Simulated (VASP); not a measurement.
Here is a VASP 6.6.1 calculation.

File POSCAR:

```
CO
1.0
    5.7818376700     -0.0345573700     -0.0001762600
   -0.0345573700      5.8075071400      0.0260001700
   -0.0001762600      0.0260001700      5.7010381300
C O
4 4
Direct
    0.9486774500      0.9391757400      0.9622072300
    0.5575969300      0.0552310500      0.4467546900
    0.4797586200      0.5432061500      0.0573294900
    0.0676521200      0.4824063900      0.5421048500
    0.0551720800      0.0798613700      0.0760452700
    0.4295920700      0.9103506900      0.5849371800
    0.5755182800      0.4300016600      0.9278833900
    0.9210802000      0.5810389800      0.4248331400
```

INCAR.step1

```
  PREC = Accurate
  ENCUT = 520
  ISMEAR = -1
  SIGMA = 0.1
  LREAL = F
  LASPH = T
  NELM = 80
  NBANDS = 30
  GGA = PE
  ALGO = Normal
  EDIFF = 1E-4
  LWAVE = T
  LCHARG = F
```

Contents of INCAR.step2:

```
  PREC = Accurate
  ENCUT = 520
  EDIFF = 1E-6
  ISMEAR = -1
  SIGMA = 0.1
  LREAL = F
  LASPH = T
  NELM = 80
  ALGO = Normal
  ISIF = 2
  LWAVE = F
  LCHARG = F
  METAGGA = R2SCAN
  LMIXTAU = T
  NBANDS = 30
  ISTART = 1
```

KPOINTS

```
Automatic mesh
0
Gamma
  3 3 3
  0.5 0.5 0.5
```

Potentials or basis: VASP PAW PBE potentials, release 64 (C, O).

The run is started by

```console
$ cat potpaw_PBE.64/C/POTCAR potpaw_PBE.64/O/POTCAR > POTCAR
$ cp INCAR.step1 INCAR
$ mpirun -np 1 vasp_std > vasp.out
$ cp INCAR.step2 INCAR
$ mpirun -np 1 vasp_std > vasp.out
```

(1) What does it give for the pressure?

(2) Predict the band gap on the k mesh.

(3) Predict the largest force.

Results:

(1) -10.1 GPa.

(2) 5.42 eV, indirect (the least direct gap lies 2.5 meV higher).

(3) 12.582 eV/Å.

Caveat: the PAW data sets were made with another functional, which shifts forces and pressure a little.
